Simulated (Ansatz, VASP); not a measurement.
# W in VASP and in Ansatz

```
W
1.0
     0.00000    2.04344    2.04344
     2.04344    0.00000    2.04344
     2.04344    2.04344    0.00000
W
1
Cartesian
  0.0000 0.0000 0.0000
```

Change from the starting cell: volume scaled by 1.02.

Alike in both runs: task single point; functional LDA; k mesh 11 × 11 × 11; occupations fermi-dirac, width 0.05 eV; no spin polarisation.

|  | VASP | Ansatz |
| --- | --- | --- |
| version | VASP 6.6.1 | Ansatz 0.2.0 |
| potentials or method | VASP PAW LDA potentials, release 64 (W_sv), cutoff 520 eV | all-electron LAPW, scalar-relativistic |

VASP gave:

```
gap on the k mesh at the Fermi level (eV) : none
pressure (GPa)                            : -21.0
```

Problem. Which values does Ansatz return?

Solution. gap on the k mesh at the Fermi level (eV): none; pressure (GPa): -22.2.

LDA's correlation is that of Perdew and Zunger in VASP and of Perdew and Wang (1992) in Ansatz. A gap of «none» marks a metal or a gap that the smearing closes. Ansatz ran all-electron here, and VASP with PAW potentials.

Spin-orbit coupling is off throughout.
